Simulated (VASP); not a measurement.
# Zn in VASP: notebook, part 2 of 2

VASP 6.6.1. The steps go on from the part before.

### 4 Single point, LDA (strain -0.030 along x and y, -0.015 along z)

Input file INCAR:

```
ALGO     = Fast           # electronic algorithm
EDIFF    = 1E-7           # SCF threshold, eV
ENCUT    = 520            # plane-wave cutoff, eV
ISIF     = 2              # what is computed and relaxed
ISMEAR   = 0              # smearing method
LASPH    = T              # aspherical terms in the spheres
LCHARG   = F              # write CHGCAR
LREAL    = F              # projectors in reciprocal space
LWAVE    = F              # write WAVECAR
NBANDS   = 12             # bands
NELM     = 80             # most SCF steps
PREC     = Accurate       # precision mode
SIGMA    = 0.15           # smearing width, eV
```

Input file KPOINTS:

```
k-points
0
Gamma
  22 22 22
```

Input file POSCAR:

```
Zn
1.0
   -1.5219658900      1.5219658900      1.5455014450
    1.5219658900     -1.5219658900      1.5455014450
    1.5219658900      1.5219658900     -1.5455014450
Zn
1
Direct
    0.0000000000      0.0000000000      0.0000000000
```

Potentials or basis: VASP PAW LDA potentials, release 64 (Zn).

Run with:

```sh
$ cat potpaw_LDA.64/Zn/POTCAR > POTCAR
$ mpirun -np 1 vasp_std > vasp.out
```

OUTCAR:

```text
EDIFF = 1E-7
   ENCUT = 520
   ISIF = 2
   ISMEAR = 0
   LASPH = T
   LREAL = F
   NELM = 80
   PREC = Accurate

 ion  position               nearest neighbor table
   1  0.000  0.000  0.000-

  LATTYP: Found a body centered tetragonal cell.
 ALAT       =     3.0439317800
 C/A-ratio  =     1.0154639175

  Lattice vectors:

 A1 = (  -1.5219658900,   1.5219658900,   1.5455014450)
 A2 = (   1.5219658900,  -1.5219658900,   1.5455014450)
 A3 = (   1.5219658900,   1.5219658900,  -1.5455014450)

Analysis of symmetry for initial positions (statically):
=====================================================================
 Subroutine PRICEL returns:
 Original cell was already a primitive cell.

 Routine SETGRP: Setting up the symmetry group for a
 body centered tetragonal supercell.

 Subroutine GETGRP returns: Found 16 space group operations
 (whereof 16 operations were pure point group operations)
 out of a pool of 16 trial point group operations.

The static configuration has the point symmetry D_4h.

Analysis of symmetry for dynamics (positions and initial velocities):
=====================================================================
 Subroutine PRICEL returns:
 Original cell was already a primitive cell.

 Routine SETGRP: Setting up the symmetry group for a
 body centered tetragonal supercell.

 Subroutine GETGRP returns: Found 16 space group operations
 (whereof 16 operations were pure point group operations)
 out of a pool of 16 trial point group operations.

The dynamic configuration has the point symmetry D_4h.

 Subroutine INISYM returns: Found 16 space group operations
 (whereof 16 operations are pure point group operations),
 and found     1 'primitive' translations

----------------------------------------------------------------------------------------

[... 114 lines left out ...]
   LORBIT       =      0    0 simple, 1 ext, 2 COOP (PROOUT), +10 PAW based schemes
   GGA     = CA    functional components
   LHFCALC =     F    Hartree Fock is set to
   AEXX    =    0.0000 exact exchange contribution
   IVDW    =     0    specifies the selected vdW correction
   LEPSILON=     F    determine dielectric tensor
   LRPA    =     F    only Hartree local field effects (RPA)
 non-spin polarized calculation
 RMM-DIIS sequential band-by-band and
 Gauss-broadening in eV      SIGMA  =   0.15
  energy-cutoff  :      520.00
  volume of cell :       14.32
 maximum number of plane-waves:       403
   NGX =  9   NGY =  9   NGZ =  9

 number of electron      11.9999988 magnetization

 Free energy of the ion-electron system (eV)
  ---------------------------------------------------
  ext. energy  EPLUGINS =         0.00000000
  ---------------------------------------------------
  free energy    TOTEN  =        -1.77146785 eV

  energy without entropy =       -1.76751800  energy(sigma->0) =       -1.76949292

 E-fermi :   3.5025     XC(G=0): -12.2237

 val. band max:        3.4948486080   @ k =   0.5000   0.0909   0.0000
 cond. band min:       3.5026952515   @ k =  -0.3636  -0.3636   0.1364
 fundamental gap:      0.0078466435
 Fermi energy:         3.5024850221

 k-point     1 :       0.0000    0.0000    0.0000
  band No.  band energies     occupation
      1      -7.5431      2.00000
      2      -4.6416      2.00000
      3      -4.6416      2.00000
      4      -4.6105      2.00000
      5      -4.0701      2.00000
      6      -4.0415      2.00000
      7      23.2843      0.00000
      8      23.4784      0.00000
      9      23.4784      0.00000
     10      24.7416      0.00000
     11      25.0755      0.00000
     12      25.0755      0.00000
[... 331 lines left out ...]
 k-point    24 :      -0.4545    0.0455    0.0000
  band No.  band energies     occupation
      1      -5.3517      2.00000
      2      -4.9456      2.00000
      3      -4.1136      2.00000
      4      -4.0277      2.00000
      5      -3.7515      2.00000
      6      -0.8011      2.00000
      7       4.1364      0.00000
      8      15.0009      0.00000
      9      16.4348      0.00000
     10      20.2458      0.00000
     11      21.8240      0.00000
     12      29.7223      0.00000

 [... further k-points ...]

------------------------ aborting loop because EDIFF is reached ----------------------------------------

  FORCE on cell =-STRESS in cart. coord.  units (eV):
  Direction    XX          YY          ZZ          XY          YZ          ZX
  --------------------------------------------------------------------------------------
  -------------------------------------------------------------------------------------
  Total       -0.3070298     -0.3070298     -0.2226327      0.0000000      0.0000000     -0.0000000
  in kB      -34.3519852    -34.3519852    -24.9092296      0.0000000      0.0000000     -0.0000000
  external PRESSURE =     -31.2044000 kB  Pullay stress =       0.0000000 kB

 VOLUME and BASIS-vectors are now :
 -----------------------------------------------------------------------------
  energy-cutoff  :      520.00
  volume of cell :       14.32
      direct lattice vectors                 reciprocal lattice vectors
    -1.521965890  1.521965890  1.545501445     0.000000000  0.328522474  0.323519594
     1.521965890 -1.521965890  1.545501445     0.328522474  0.000000000  0.323519594
     1.521965890  1.521965890 -1.545501445     0.328522474  0.328522474  0.000000000

 POSITION                                       TOTAL-FORCE (eV/Angst)
 -----------------------------------------------------------------------------------
      0.00000      0.00000      0.00000        -0.000000      0.000000     -0.000000
 -----------------------------------------------------------------------------------
    total drift:                                0.000000     -0.000000      0.000000

  FREE ENERGIE OF THE ION-ELECTRON SYSTEM (eV)
  ---------------------------------------------------
  free  energy   TOTEN  =        -1.7714678481 eV

  energy  without entropy=       -1.7675179991  energy(sigma->0) =       -1.76949292
```

Run time: 69 s. Hardware: 1 thread of AMD EPYC 9R14 (Zen 4), shared host; peak memory 0.2 GiB.

What came out:

```yaml
Free_energy: -1.7715 eV
Pressure: -3.1 GPa
Band_gap_on_the_k_mesh: zero (band 6 reaches 7.46 eV, above the bottom of band 7 at 2.46 eV)
```

Stress tensor (GPa, compression positive):
```
-3.44  0.00  0.00
 0.00 -3.44  0.00
 0.00  0.00 -2.49
```

Caveat: the cell differs from its parent crystal (strain -0.030 along x and y, -0.015 along z).

### 5 Single point, LDA (strain -0.030 along x and y, +0.000 along z)

Input file INCAR:

```
SYSTEM = Zn
  PREC = Accurate
  ENCUT = 520
  EDIFF = 1E-7
  ISMEAR = 0
  SIGMA = 0.15
  LREAL = .FALSE.
  LASPH = .TRUE.
  NELM = 60
  ALGO = Fast
  ISIF = 2
  LWAVE = .FALSE.
  LCHARG = .TRUE.
  GGA = CA
  LELF = .TRUE.
  LVHAR = .TRUE.
  NBANDS = 12
```

Input file KPOINTS:

```
Automatic mesh
0
G
  22 22 22
  0 0 0
```

Input file POSCAR:

```
Zn
1.0
   -1.5219658900      1.5219658900      1.5690370000
    1.5219658900     -1.5219658900      1.5690370000
    1.5219658900      1.5219658900     -1.5690370000
Zn
1
Direct
    0.0000000000      0.0000000000      0.0000000000
```

Potentials or basis: VASP PAW LDA potentials, release 64 (Zn).

Run with:

```sh
$ cat potpaw_LDA.64/Zn/POTCAR > POTCAR
$ mpirun -np 1 vasp_std > vasp.out
```

OUTCAR:

```text
SYSTEM = Zn
   PREC = Accurate
   ENCUT = 520
   EDIFF = 1E-7
   ISMEAR = 0
   LREAL = .FALSE.
   LASPH = .TRUE.
   NELM = 60
   ISIF = 2
   GGA = CA

 ion  position               nearest neighbor table
   1  0.000  0.000  0.000-

  LATTYP: Found a body centered tetragonal cell.
 ALAT       =     3.0439317800
 C/A-ratio  =     1.0309278351

  Lattice vectors:

 A1 = (  -1.5219658900,   1.5219658900,   1.5690370000)
 A2 = (   1.5219658900,  -1.5219658900,   1.5690370000)
 A3 = (   1.5219658900,   1.5219658900,  -1.5690370000)

Analysis of symmetry for initial positions (statically):
=====================================================================
 Subroutine PRICEL returns:
 Original cell was already a primitive cell.

 Routine SETGRP: Setting up the symmetry group for a
 body centered tetragonal supercell.

 Subroutine GETGRP returns: Found 16 space group operations
 (whereof 16 operations were pure point group operations)
 out of a pool of 16 trial point group operations.

The static configuration has the point symmetry D_4h.

Analysis of symmetry for dynamics (positions and initial velocities):
=====================================================================
 Subroutine PRICEL returns:
 Original cell was already a primitive cell.

 Routine SETGRP: Setting up the symmetry group for a
 body centered tetragonal supercell.

 Subroutine GETGRP returns: Found 16 space group operations
 (whereof 16 operations were pure point group operations)
 out of a pool of 16 trial point group operations.

The dynamic configuration has the point symmetry D_4h.

 Subroutine INISYM returns: Found 16 space group operations
 (whereof 16 operations are pure point group operations),
 and found     1 'primitive' translations

----------------------------------------------------------------------------------------

                                     Primitive cell

[... 110 lines left out ...]
  Fermi-wavevector in a.u.,A,eV,Ry     =   1.535681  2.902016 32.086824  2.358315
  Thomas-Fermi vector in A             =   2.642435
   LORBIT       =      0    0 simple, 1 ext, 2 COOP (PROOUT), +10 PAW based schemes
   GGA     = CA    functional components
   LHFCALC =     F    Hartree Fock is set to
   AEXX    =    0.0000 exact exchange contribution
   IVDW    =     0    specifies the selected vdW correction
   LEPSILON=     F    determine dielectric tensor
   LRPA    =     F    only Hartree local field effects (RPA)
 non-spin polarized calculation
 RMM-DIIS sequential band-by-band and
 Gauss-broadening in eV      SIGMA  =   0.15
  energy-cutoff  :      520.00
  volume of cell :       14.54
 maximum number of plane-waves:       406
   NGX =  9   NGY =  9   NGZ =  9

 number of electron      12.0000001 magnetization

 Free energy of the ion-electron system (eV)
  ---------------------------------------------------
  ext. energy  EPLUGINS =         0.00000000
  ---------------------------------------------------
  free energy    TOTEN  =        -1.76755734 eV

  energy without entropy =       -1.76389407  energy(sigma->0) =       -1.76572571

 E-fermi :   3.3639     XC(G=0): -12.1416

 val. band max:        3.3638061025   @ k =  -0.3636  -0.4091   0.2273
 cond. band min:       3.3697683350   @ k =  -0.4545  -0.4545   0.1364
 fundamental gap:      0.0059622325
 Fermi energy:         3.3639145664

 k-point     1 :       0.0000    0.0000    0.0000
  band No.  band energies     occupation
      1      -7.5326      2.00000
      2      -4.7206      2.00000
      3      -4.7206      2.00000
      4      -4.6614      2.00000
      5      -4.1706      2.00000
      6      -4.1167      2.00000
      7      22.7711      0.00000
      8      23.0897      0.00000
      9      23.0897      0.00000
     10      24.3123      0.00000
     11      25.0166      0.00000
     12      25.0166      0.00000
[... 331 lines left out ...]
 k-point    24 :      -0.4545    0.0455    0.0000
  band No.  band energies     occupation
      1      -5.3984      2.00000
      2      -4.9948      2.00000
      3      -4.2164      2.00000
      4      -4.1099      2.00000
      5      -3.8477      2.00000
      6      -0.8801      2.00000
      7       3.9316      0.00000
      8      14.8870      0.00000
      9      16.3224      0.00000
     10      20.1182      0.00000
     11      21.6131      0.00000
     12      28.8141      0.00000

 [... further k-points ...]
[... 5 lines left out ...]
  --------------------------------------------------------------------------------------
  -------------------------------------------------------------------------------------
  Total       -0.4367200     -0.4367200     -0.2898474      0.0000000     -0.0000000      0.0000000
  in kB      -48.1294200    -48.1294200    -31.9430904      0.0000000     -0.0000000      0.0000000
  external PRESSURE =     -42.7339768 kB  Pullay stress =       0.0000000 kB

 VOLUME and BASIS-vectors are now :
 -----------------------------------------------------------------------------
  energy-cutoff  :      520.00
  volume of cell :       14.54
      direct lattice vectors                 reciprocal lattice vectors
    -1.521965890  1.521965890  1.569037000     0.000000000  0.328522474  0.318666800
     1.521965890 -1.521965890  1.569037000     0.328522474  0.000000000  0.318666800
     1.521965890  1.521965890 -1.569037000     0.328522474  0.328522474  0.000000000

 POSITION                                       TOTAL-FORCE (eV/Angst)
 -----------------------------------------------------------------------------------
      0.00000      0.00000      0.00000        -0.000000      0.000000      0.000000
 -----------------------------------------------------------------------------------
    total drift:                               -0.000000     -0.000000      0.000000

  FREE ENERGIE OF THE ION-ELECTRON SYSTEM (eV)
  ---------------------------------------------------
  free  energy   TOTEN  =        -1.7675573439 eV

  energy  without entropy=       -1.7638940694  energy(sigma->0) =       -1.76572571
```

OSZICAR:

```text
N       E                     dE             d eps       ncg     rms          rms(c)
DAV:   1     0.422864913247E+02    0.42286E+02   -0.65469E+03 20676   0.160E+03
DAV:   2    -0.604468580579E+00   -0.42891E+02   -0.40153E+02 20764   0.216E+02
DAV:   3    -0.189507496705E+01   -0.12906E+01   -0.12886E+01 22940   0.372E+01
DAV:   4    -0.189807036438E+01   -0.29954E-02   -0.29953E-02 22048   0.174E+00
DAV:   5    -0.189807261479E+01   -0.22504E-05   -0.22501E-05 22644   0.467E-02    0.315E+00
RMM:   6    -0.178077349345E+01    0.11730E+00   -0.26170E-01 24483   0.685E+00    0.240E+00
RMM:   7    -0.177216856106E+01    0.86049E-02   -0.10407E-02 25524   0.157E+00    0.116E+00
RMM:   8    -0.176761027198E+01    0.45583E-02   -0.20908E-03 24039   0.372E-01    0.639E-02
RMM:   9    -0.176756334659E+01    0.46925E-04   -0.43885E-04 26078   0.324E-01    0.540E-02
RMM:  10    -0.176755754742E+01    0.57992E-05   -0.19411E-05 25640   0.471E-02    0.380E-03
RMM:  11    -0.176755733699E+01    0.21043E-06   -0.21972E-06 24818   0.145E-02    0.586E-04
RMM:  12    -0.176755734395E+01   -0.69570E-08   -0.11741E-07 17073   0.403E-03
   1 F= -.17675573E+01 E0= -.17657257E+01  d E =-.366327E-02
```

It took 72 s on 1 thread of AMD EPYC 9R14 (Zen 4), shared host; peak memory 0.2 GiB.

Results:

```
Free energy            : -1.7676 eV
Pressure               : -4.3 GPa
Band gap on the k mesh : zero (band 6 reaches 7.01 eV, above the bottom of band 7 at 2.27 eV)
```

Caveat: the cell differs from its parent crystal (strain -0.030 along x and y, +0.000 along z).

### 6 Summary

| cell | gap on the mesh (eV) | pressure (GPa) |
| --- | --- | --- |
| a = 2.636 Å, angles 109.5°, 1 atom | none | -2.0 |
| a = 2.799 Å, angles 109.5°, 1 atom | none | -11.0 |
| a = 2.650 Å, angles 109.9, 109.9, 108.6°, 1 atom | none | -3.1 |
| a = 2.664 Å, angles 110.3, 110.3, 107.8°, 1 atom | none | -4.3 |

Alike in all rows: task single point; level LDA; potentials or basis VASP PAW LDA potentials, release 64 (Zn); no spin polarisation; k mesh 22 × 22 × 22; cutoff (eV) 520; smearing gaussian 0.15 eV.

Total energies depend on the potentials used, so only differences within one code and one set of settings carry meaning.
